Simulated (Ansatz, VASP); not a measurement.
## Li: VASP beside Ansatz

The input INCAR:

```
SYSTEM = Li
PREC = Accurate ; ENCUT = 600
EDIFF = 1E-6 ; ISMEAR = 0
SIGMA = 0.1 ; LREAL = .FALSE.
LASPH = .TRUE. ; NELM = 60
ALGO = Normal ; ISIF = 3
LWAVE = .FALSE. ; LCHARG = .FALSE.
GGA = PE ; IBRION = 2
NSW = 90 ; EDIFFG = -0.04
```

File KPOINTS:

```
regular mesh
0
G
  6 6 6
  0 0 0
```

File POSCAR:

```
Li
1.0
    2.5163599400      0.0000000000      0.0000000000
    0.0000000000      2.5181789300      0.0000000000
    0.0000000000      0.0000000000      3.2470449100
Li
1
Direct
    0.5000000000      0.5000000000      0.0000000000
```

Input for Ansatz:

```yaml
crystal:
  lattice:
    - [2.51635994, 0.0, 0.0]
    - [0.0, 2.51817893, 0.0]
    - [0.0, 0.0, 3.24704491]
  atoms:
    - { symbol: Li, position: [0.5, 0.5, 0.0] }
basis:
  ecutwfc: 420
kpoints:
  mp_grid: { grid: [6, 6, 6] }
hamiltonian:
  xc: pbe
scf:
  occupations: { method: gaussian, width: 0.1 }
  lower_state_search: "off"
output:
  forces: true
  stress: true
  eigenvalues: true
relax:
  adjacent_minimum: "off"
  f_tol: 0.04
  max_steps: 70
  cell: { stress_tol: 0.4 }
```

Alike in both runs: task relaxation of cell and atoms; functional PBE; k mesh 6 × 6 × 6; occupations gaussian, width 0.1 eV; no spin polarisation.

```csv
,VASP,Ansatz
version,VASP 6.6.1,Ansatz 0.2.0
potentials or method,"VASP PAW PBE potentials, release 64 (Li_sv), cutoff 600 eV","scalar-relativistic, plane waves, PAW"
valence electrons in the cell,3,3
```

```tsv
	VASP	Ansatz	Ansatz less VASP
gap on the k mesh at the Fermi level, each at its own relaxed structure (eV)	none	none	-
relaxed volume (Å³/atom)	20.29	20.01	-0.286
relaxed length of the cell vector where the two differ most in proportion (Å)	2.730	2.711	-0.0190
```

A gap of «none» marks a metal or a gap that the smearing closes.

The k mesh is coarse, so the values compare programs but aren't converged. Noted on VASP's run: the cutoff is under 1.25 times that of the potentials, so the pressure is a little rough.
